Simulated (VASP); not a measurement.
# F (C2/m) in VASP: a series of runs

F is run at these levels: PBEsol; tasks: single point.

All numbers are computed with VASP 6.6.1; they aren't measurements. Logs are shortened: lines on timing, memory, paths and dates and some standing lists are left out, and cuts for length are marked.

### 1 The cell of the first run

Symmetry: C2/m, No. 12, monoclinic system. The conventional cell has a = 6.333 Å, b = 3.629 Å, c = 7.645 Å, α = 90.00°, β = 112.50°, γ = 90.00°. F (site symmetry m) has 1 F at 1.38 Å within 1.8 Å. F (site symmetry m) has 1 F at 1.43 Å within 1.9 Å.

### 2 Single point, PBEsol (atoms shifted along a free coordinate)

File INCAR:

```
SYSTEM = F
PREC = Accurate
ENCUT = 520
EDIFF = 1E-6
ISMEAR = 0
SIGMA = 0.05
LREAL = .False.
LASPH = .True.
NELM = 60
ALGO = Normal
ISIF = 2
LWAVE = .False.
LCHARG = .False.
GGA = PS
NBANDS = 22
```

File KPOINTS:

```
regular mesh
0
Gamma
  4 4 2
  0 0 0
```

File POSCAR:

```
F
1.0
    3.1573117572     -1.8146152765     -0.2435191204
    3.1573117572      1.8146152765     -0.2435191204
   -2.3740572529      0.0000000000      7.2670371310
F
4
Direct
    0.0848459664      0.0848459664      0.0900077731
    0.9151540336      0.9151540336      0.9099922269
    0.5015719855      0.5015719855      0.5937195244
    0.4984280145      0.4984280145      0.4062804756
```

Potentials or basis: VASP PAW PBE potentials, release 64 (F).

Started as:

```console
$ cat potpaw_PBE.64/F/POTCAR > POTCAR
$ mpirun -np 1 vasp_std > vasp.out
```

OUTCAR:

```text
SYSTEM = F
   PREC = Accurate
   ENCUT = 520
   EDIFF = 1E-6
   ISMEAR = 0
   LREAL = .False.
   LASPH = .True.
   NELM = 60
   ISIF = 2
   GGA = PS

 ion  position               nearest neighbor table
   1  0.085  0.085  0.090-   2 1.38
   2  0.915  0.915  0.910-   1 1.38
   3  0.502  0.502  0.594-   4 1.43
   4  0.498  0.498  0.406-   3 1.43

  LATTYP: Found a base centered monoclinic cell.
 ALAT       =     6.3333779594
 B/A-ratio  =     0.5730323654
 C/A-ratio  =     1.2070962569
 COS(beta)  =    -0.3827161857

  Lattice vectors:

 A1 = (   3.1573117572,  -1.8146152765,  -0.2435191204)
 A2 = (   3.1573117572,   1.8146152765,  -0.2435191204)
 A3 = (  -2.3740572529,   0.0000000000,   7.2670371310)

Analysis of symmetry for initial positions (statically):
=====================================================================
 Subroutine PRICEL returns:
 Original cell was already a primitive cell.

 Routine SETGRP: Setting up the symmetry group for a
 base centered monoclinic supercell.

 Subroutine GETGRP returns: Found  4 space group operations
 (whereof  4 operations were pure point group operations)
 out of a pool of  4 trial point group operations.

The static configuration has the point symmetry C_2h.

Analysis of symmetry for dynamics (positions and initial velocities):
=====================================================================
 Subroutine PRICEL returns:
 Original cell was already a primitive cell.

 Routine SETGRP: Setting up the symmetry group for a
 base centered monoclinic supercell.

 Subroutine GETGRP returns: Found  4 space group operations
 (whereof  4 operations were pure point group operations)
 out of a pool of  4 trial point group operations.

The dynamic configuration has the point symmetry C_2h.

 Subroutine INISYM returns: Found  4 space group operations
 (whereof  4 operations are pure point group operations),
 and found     1 'primitive' translations

----------------------------------------------------------------------------------------

                                     Primitive cell

  volume of cell :      81.1720

[... 75 lines left out ...]
   ISPIN  =      1    spin polarized calculation?
   LNONCOLLINEAR =      F non collinear calculations
   LSORBIT =      F    spin-orbit coupling
   LASPH  =      T    aspherical Exc in radial PAW
   ENCUT  =  520.0 eV  38.22 Ry    6.18 a.u.   6.79  6.79 14.21*2*pi/ulx,y,z
   NELM   =     60;   NELMIN=  2; NELMDL= -5     # of ELM steps
   EDIFF  = 0.1E-05   stopping-criterion for ELM
   LREAL  =      F    real-space projection
   EDIFFG = 0.1E-04   stopping-criterion for IOM
   NSW    =      0    number of steps for IOM
   IBRION =     -1    ionic relax: 0-MD 1-quasi-New 2-CG
   NFREE  =      0    steps in history (QN), initial steepest desc. (CG)
   ISIF   =      2    stress and relaxation
   ISYM   =      2    0-nonsym 1-usesym 2-fastsym
   POTIM  = 0.5000    time-step for ionic-motion
   TEBEG  =    0.0;   TEEND  =   0.0 temperature during run
   PSTRESS=    0.0 pullay stress
   NELECT =      28.0000    total number of electrons
   NUPDOWN=      -1.0000    fix difference up-down
   EMIN   =  10.00;   EMAX   =-10.00  energy-range for DOS
   EFERMI =   0.00;   METHOD = LEGACY
   ISMEAR =     0;   SIGMA  =   0.05  broadening in eV -4-tet -1-fermi 0-gaus
   EFERMI_NEDOS =   21; number of points for ismear=-14 and -15
   IALGO  =     38    algorithm
   IMIX   =      4    mixing-type and parameters
     AMIX     =   0.40;   BMIX     =  1.00
     AMIX_MAG =   1.60;   BMIX_MAG =  1.00
  volume/ion in A,a.u.               =      20.29       136.94
  Fermi-wavevector in a.u.,A,eV,Ry     =   1.148133  2.169656 17.935319  1.318209
  Thomas-Fermi vector in A             =   2.284809
   LORBIT       =      0    0 simple, 1 ext, 2 COOP (PROOUT), +10 PAW based schemes
   GGA     = PS    functional components
   LHFCALC =     F    Hartree Fock is set to
   AEXX    =    0.0000 exact exchange contribution
   IVDW    =     0    specifies the selected vdW correction
   LEPSILON=     F    determine dielectric tensor
   LRPA    =     F    only Hartree local field effects (RPA)
 non-spin polarized calculation
 Gauss-broadening in eV      SIGMA  =   0.05
  energy-cutoff  :      520.00
  volume of cell :       81.17
 maximum number of plane-waves:      2199
   NGX = 13   NGY = 13   NGZ = 29

 number of electron      28.0000002 magnetization

 Free energy of the ion-electron system (eV)
  ---------------------------------------------------
  ext. energy  EPLUGINS =         0.00000000
  ---------------------------------------------------
  free energy    TOTEN  =        -7.77865327 eV

  energy without entropy =       -7.77865327  energy(sigma->0) =       -7.77865327

 E-fermi :  -5.7002     XC(G=0):  -6.5293

 val. band max:       -5.9642588353   @ k =   0.5000   0.5000   0.0000
 cond. band min:      -3.1355727902   @ k =   0.0000   0.0000   0.0000
 fundamental gap:      2.8286860451
 Fermi energy:        -5.7002111499

 k-point     1 :       0.0000    0.0000    0.0000
  band No.  band energies     occupation
      1     -31.2032      2.00000
      2     -30.6846      2.00000
      3     -24.5276      2.00000
      4     -24.1554      2.00000
      5     -12.5811      2.00000
      6     -12.0706      2.00000
[... 339 lines left out ...]
     21       8.6158      0.00000
     22       8.7695      0.00000

------------------------ aborting loop because EDIFF is reached ----------------------------------------

  FORCE on cell =-STRESS in cart. coord.  units (eV):
  Direction    XX          YY          ZZ          XY          YZ          ZX
  --------------------------------------------------------------------------------------
  -------------------------------------------------------------------------------------
  Total        0.0107552     -0.2693070      0.2858081      0.0000000      0.0000000      0.8380389
  in kB        0.2122876     -5.3155964      5.6412964      0.0000000      0.0000000     16.5412572
  external PRESSURE =       0.1793292 kB  Pullay stress =       0.0000000 kB

 VOLUME and BASIS-vectors are now :
 -----------------------------------------------------------------------------
  energy-cutoff  :      520.00
  volume of cell :       81.17
      direct lattice vectors                 reciprocal lattice vectors
     3.157311757 -1.814615277 -0.243519120     0.162455977 -0.275540500  0.053072495
     3.157311757  1.814615277 -0.243519120     0.162455977  0.275540500  0.053072495
    -2.374057253  0.000000000  7.267037131     0.010887831  0.000000000  0.141164592

 POSITION                                       TOTAL-FORCE (eV/Angst)
 -----------------------------------------------------------------------------------
      0.32209      0.00000      0.61277         0.509879      0.000000      0.996488
      3.61848      0.00000      6.16723        -0.509879      0.000000     -0.996488
      1.75771      0.00000      4.07030         0.149162      0.000000     -0.488446
      2.18285      0.00000      2.70970        -0.149162      0.000000      0.488446
 -----------------------------------------------------------------------------------
    total drift:                                0.000000      0.000000     -0.000000

  FREE ENERGIE OF THE ION-ELECTRON SYSTEM (eV)
  ---------------------------------------------------
  free  energy   TOTEN  =        -7.7786532655 eV

  energy  without entropy=       -7.7786532655  energy(sigma->0) =       -7.77865327
```

stdout:

```text
POSCAR found type information on POSCAR F
 POSCAR found :  1 types and       4 ions
 scaLAPACK will be used
 -----------------------------------------------------------------------------
|                                                                             |
|                                                                             |
|     You enforced a specific xc type in the INCAR file but a different       |
|     I HOPE YOU KNOW WHAT YOU ARE DOING!                                     |
|                                                                             |
 -----------------------------------------------------------------------------

 LDA part: xc-table for (Slater+PW92), standard interpolation
 POSCAR, INCAR and KPOINTS ok, starting setup
 FFT: planning ... GRIDC
 FFT: planning ... GRID_SOFT
 FFT: planning ... GRID
 WAVECAR not read
 entering main loop
```

Wall time 26 s (1 thread of Intel Xeon Platinum 8559C (Emerald Rapids), shared host); peak memory 0.18 GiB.

What came out:

```
Free energy            : -7.7787 eV
Pressure               : 0.0 GPa
Largest force          : 1.119 eV/Å
Band gap on the k mesh : 2.83 eV (least direct gap 2.88 eV)
```

Forces in eV/Å, atoms in the order of the input:
```
F    0.510  0.000  0.996
F   -0.510  0.000 -0.996
F    0.149  0.000 -0.488
F   -0.149  0.000  0.488
```

Caveat: the k points lie up to 0.51 Å⁻¹ apart; the cell differs from its parent crystal (atoms shifted along a free coordinate); the PAW data sets were made with another functional, which shifts forces and pressure a little.

### 3 Single point, PBEsol (atoms shifted along a free coordinate)

File INCAR:

```
SYSTEM = F
  ALGO = Normal
  EDIFF = 1E-6
  ENCUT = 520
  GGA = PS
  ISIF = 2
  ISMEAR = 0
  LASPH = .TRUE.
  LCHARG = .FALSE.
  LREAL = .FALSE.
  LWAVE = .FALSE.
  NBANDS = 22
  NELM = 80
  PREC = Accurate
  SIGMA = 0.05
```

File KPOINTS:

```
k-points
0
G
  4 4 2
  0 0 0
```

POSCAR: that of step 2 with these lines changed.

```diff
@@ -8,4 +8,4 @@
 Direct
-    0.0848459664      0.0848459664      0.0900077731
-    0.9151540336      0.9151540336      0.9099922269
+    0.0848459664      0.0848459664      0.0860117137
+    0.9151540336      0.9151540336      0.9139882863
     0.5015719855      0.5015719855      0.5937195244
```

Potentials or basis: VASP PAW PBE potentials, release 64 (F).

Started as:

```console
$ cat potpaw_PBE.64/F/POTCAR > POTCAR
$ mpirun -np 1 vasp_std > vasp.out
```

Wall time 15 s (1 thread of Intel Xeon Platinum 8559C (Emerald Rapids), shared host); peak memory 0.19 GiB.

The run converged. Its results:

```yaml
Free_energy: -7.6901 eV
Pressure: 1.8 GPa
Largest_force: 3.163 eV/Å
Band_gap_on_the_k_mesh: 2.75 eV (least direct gap 2.79 eV)
```

Forces in eV/Å, atoms in the order of the input:
```
F    1.543  0.000  2.761
F   -1.543  0.000 -2.761
F    0.143  0.000 -0.493
F   -0.143  0.000  0.493
```

Stress tensor (GPa, compression positive):
```
 1.42  0.00  4.02
 0.00 -0.54  0.00
 4.02  0.00  4.54
```

Levels at points of the mesh, in eV from the valence-band top:
| k point | band 12 | band 13 | band 14 | band 15 | band 16 | band 17 |
| --- | --- | --- | --- | --- | --- | --- |
| (0.00, 0.00, 0.00) | -0.38 | -0.13 | -0.04 | 2.75 | 4.41 | 8.34 |
| (0.50, 0.00, 0.00) | -0.47 | -0.20 | -0.11 | 2.90 | 4.40 | 12.12 |
| (0.50, 0.50, 0.00) | -0.41 | -0.11 | 0.00 | 2.87 | 4.38 | 12.48 |
| (0.00, 0.00, 0.50) | -0.38 | -0.14 | -0.04 | 2.82 | 4.29 | 9.15 |
| (0.50, 0.00, 0.50) | -0.47 | -0.18 | -0.06 | 2.86 | 4.42 | 11.97 |
| (0.50, 0.50, 0.50) | -0.38 | -0.14 | -0.03 | 2.89 | 4.39 | 12.05 |

Caveat: the k points lie up to 0.51 Å⁻¹ apart; the cell differs from its parent crystal (atoms shifted along a free coordinate); the PAW data sets were made with another functional, which shifts forces and pressure a little. A k mesh can miss the band edges.

### 4 Single point, PBEsol (atoms shifted along a free coordinate)

File INCAR:

```
PREC = Accurate
ENCUT = 520
EDIFF = 1E-6
ISMEAR = 0
SIGMA = 0.05
LREAL = F
LASPH = T
NELM = 60
ALGO = Normal
ISIF = 2
LWAVE = F
LCHARG = F
GGA = PS
NBANDS = 22
```

File KPOINTS:

```
Automatic mesh
0
Gamma
  4 4 2
```

POSCAR: that of step 3 with these lines changed.

```diff
@@ -8,4 +8,4 @@
 Direct
-    0.0848459664      0.0848459664      0.0860117137
-    0.9151540336      0.9151540336      0.9139882863
+    0.0848459664      0.0848459664      0.0780195948
+    0.9151540336      0.9151540336      0.9219804052
     0.5015719855      0.5015719855      0.5937195244
```

Started as:

```console
$ cat potpaw_PBE.64/F/POTCAR > POTCAR
$ mpirun -np 1 vasp_std > vasp.out
```

Run time: 21 s. Hardware: 1 thread of Intel Xeon Platinum 8559C (Emerald Rapids), shared host; peak memory 0.19 GiB.

Results (log left out):

```
Free energy            : -7.2320 eV
Pressure               : 6.4 GPa
Largest force          : 8.814 eV/Å
Band gap on the k mesh : 2.45 eV (least direct gap 2.50 eV)
```

Forces in eV/Å, atoms in the order of the input:
```
F    4.857  0.000  7.355
F   -4.857  0.000 -7.355
F    0.134  0.000 -0.503
F   -0.134  0.000  0.503
```

Stress tensor (GPa, compression positive):
```
 6.16  0.00 10.60
 0.00 -0.54  0.00
10.60  0.00 13.46
```

Levels at points of the mesh, in eV from the valence-band top:
| k point | band 12 | band 13 | band 14 | band 15 | band 16 | band 17 |
| --- | --- | --- | --- | --- | --- | --- |
| (0.00, 0.00, 0.00) | -0.71 | -0.17 | -0.05 | 2.45 | 5.73 | 7.96 |
| (0.50, 0.00, 0.00) | -0.80 | -0.21 | -0.09 | 2.55 | 5.80 | 11.72 |
| (0.50, 0.50, 0.00) | -0.73 | -0.07 | 0.00 | 2.53 | 5.76 | 12.07 |
| (0.00, 0.00, 0.50) | -0.71 | -0.17 | -0.05 | 2.48 | 5.61 | 8.76 |
| (0.50, 0.00, 0.50) | -0.79 | -0.20 | -0.07 | 2.53 | 5.82 | 11.51 |
| (0.50, 0.50, 0.50) | -0.72 | -0.10 | -0.01 | 2.55 | 5.77 | 11.68 |

Caveat: the k points lie up to 0.51 Å⁻¹ apart; the cell differs from its parent crystal (atoms shifted along a free coordinate); the PAW data sets were made with another functional, which shifts forces and pressure a little.

### 5 The runs side by side

| cell | gap on the mesh (eV) | pressure (GPa) | largest force (eV/Å) |
| --- | --- | --- | --- |
| as given, atomic positions A | 2.83 | 0.0 | 1.12 |
| as given, atomic positions B | 2.75 | 1.8 | 3.16 |
| as given, atomic positions C | 2.45 | 6.4 | 8.81 |

Alike in all rows: task single point; level PBEsol; potentials or basis VASP PAW PBE potentials, release 64 (F); no spin polarisation; k mesh 4 × 4 × 2; cutoff (eV) 520; smearing gaussian 0.05 eV.

Caveats: all runs use coarse meshes; the PAW data sets were made with another functional, which shifts forces and pressure a little.

Absolute energies hang on the potentials; compare differences alone.
